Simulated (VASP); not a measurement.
Set up this calculation in VASP 6.6.1, as the native input.

| Property | Result |
| --- | --- |
| Task | single point |
| Functional | PBE |
| Potentials or basis | VASP PAW PBE potentials, release 64 (Ir) |
| Cutoff | 520 eV |
| k mesh | 18 × 18 × 10 |
| Occupations | gaussian, width 0.15 eV |
| Spin | no spin polarisation |
| Dipole correction | no |
| Further INCAR settings | ALGO = Normal; EDIFF = 1e-06; NBANDS = 16 |

The structure of Ir lies in POSCAR:

```
Ir
1.0
    2.7203000000      0.0000000000      0.0000000000
   -1.3601500000      2.3558489059      0.0000000000
    0.0000000000      0.0000000000      4.0967000000
Ir
2
Direct
    0.6666666667      0.3333333333      0.7500000000
    0.3333333333      0.6666666667      0.2500000000
```

One way to write it, as run:

INCAR

```
SYSTEM = Ir
  PREC = Accurate
  ENCUT = 520
  EDIFF = 1E-6
  ISMEAR = 0
  SIGMA = 0.15
  LREAL = .False.
  LASPH = .True.
  NELM = 60
  ALGO = Normal
  ISIF = 2
  LWAVE = .False.
  LCHARG = .False.
  GGA = PE
  NBANDS = 16
```

KPOINTS

```
regular mesh
0
Gamma
  18 18 10
  0 0 0
```

Potentials or basis: VASP PAW PBE potentials, release 64 (Ir).

Launch:

```bash
$ cat potpaw_PBE.64/Ir/POTCAR > POTCAR
$ mpirun -np 1 vasp_std > vasp.out
```

It gave:

```
Pressure               : 51.4 GPa
Band gap on the k mesh : zero (band 9 reaches 12.87 eV, above the bottom of band 10 at 9.33 eV)
```

Caveat: spin-orbit coupling is left out, which moves the levels of the heavy elements.

Run time: 28 s on 1 thread of AMD EPYC 9R45 96-Core Processor (Zen 5), with other jobs on the host, peak memory 0.17 GiB.
